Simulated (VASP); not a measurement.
Pt, 2 atoms in the cell. Symmetry: Fd-3m, No. 227, cubic system. Conventional cell: a = 5.132 Å, b = 5.132 Å, c = 5.132 Å, α = 90.00°, β = 90.00°, γ = 90.00°. Within 2.9 Å of Pt (site symmetry -43m) lie 4 Pt at 2.22 Å.  This cell differs from its parent crystal: volume scaled by 0.75.

- Program: VASP 6.6.1
- Task: single point
- Functional: LDA
- Potentials or basis: VASP PAW LDA potentials, release 64 (Pt)
- Cutoff: 520 eV
- k mesh: 12 × 12 × 12
- Occupations: fermi-dirac, width 0.1 eV
- Spin: no spin polarisation
- Dipole correction: no
- Further INCAR settings: ALGO = Normal; EDIFF = 1e-07; NBANDS = 17

Potentials or basis: VASP PAW LDA potentials, release 64 (Pt).

Launch:

```bash
$ cat potpaw_LDA.64/Pt/POTCAR > POTCAR
$ mpirun -np 1 vasp_std > vasp.out
```

Hardware: 1 thread of Intel(R) Xeon(R) Platinum 8488C (Sapphire Rapids) (shared host).

How long does it take, and how much memory?

Wall time 33 s on 1 thread of Intel(R) Xeon(R) Platinum 8488C (Sapphire Rapids) (shared host), peak memory 0.16 GiB. Counts: scf iterations 11, k points 72.
